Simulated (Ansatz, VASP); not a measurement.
# Two plane-wave programs on CdO

File POSCAR:

```
CdO
1.0
    0.0000000000      2.3530040254      2.3530040254
    2.3530040254      0.0000000000      2.3530040254
    2.3530040254      2.3530040254      0.0000000000
Cd O
1 1
Direct
    0.0000000000      0.0000000000      0.0000000000
    0.5000000000      0.5000000000      0.5000000000
```

Contents of INCAR.step1:

```
ALGO = Normal
EDIFF = 1E-5
ENCUT = 520
GGA = PE
GGA_COMPAT = False
ISIF = 2
ISMEAR = -1
LASPH = True
LCHARG = False
LREAL = False
LWAVE = True
NBANDS = 16
NELM = 120
PREC = Accurate
SIGMA = 0.02
```

INCAR.step2

```
ALGO = Normal
EDIFF = 1E-6
ENCUT = 520
GGA = PE
GGA_COMPAT = False
HFSCREEN = 0.2079
ISIF = 2
ISMEAR = -1
ISTART = 1
LASPH = True
LCHARG = False
LHFCALC = True
LREAL = False
LWAVE = False
NBANDS = 16
NELM = 120
PREC = Accurate
PRECFOCK = Normal
SIGMA = 0.02
```

The input KPOINTS:

```
k-points
0
Gamma
  6 6 6
```

Input for Ansatz:

```yaml
crystal:
  lattice:
    - [0.0, 2.3530040254, 2.3530040254]
    - [2.3530040254, 0.0, 2.3530040254]
    - [2.3530040254, 2.3530040254, 0.0]
  atoms:
    - { symbol: Cd, position: [0.0, 0.0, 0.0] }
    - { symbol: O, position: [0.5, 0.5, 0.5] }
kpoints:
  mp_grid: { grid: [6, 6, 6] }
  band_path:
    path:
      - [0.0, 0.0, 0.0]
      - [0.5, 0.0, 0.5]
      - [0.625, 0.25, 0.625]
      - [0.375, 0.375, 0.75]
      - [0.5, 0.5, 0.5]
      - [0.5, 0.25, 0.75]
    npoints: 1
hamiltonian:
  xc: hse06
scf:
  occupations: { method: fermi_dirac, width: 0.02 }
  n_extra_bands: 4
output:
  forces: true
  stress: true
  eigenvalues: true
  write_density: true
  write_potential: true
  elf: true
  volumetric_format: npy
```

Alike in both runs: task single point; functional HSE06; k mesh 6 × 6 × 6; occupations fermi-dirac, width 0.02 eV; no spin polarisation.

```csv
,VASP,Ansatz
version,VASP 6.6.1,Ansatz 0.2.0
potentials or method,"VASP PAW PBE potentials, release 64 (Cd, O)","plane waves, PAW"
plane-wave cutoff (eV),520,420
valence electrons in the cell,18,26
```

```tsv
	VASP	Ansatz	Ansatz less VASP
gap on the k mesh at the Fermi level (eV)	0.87	0.90	+0.028
pressure (GPa)	1.6	0.0	-1.61
```

VASP's potentials hold 18 valence electrons a cell and Ansatz's 26, so a difference there can come from the potentials and not from the codes. Ansatz's warnings: stress exchange threshold loose, stress scf threshold loose.
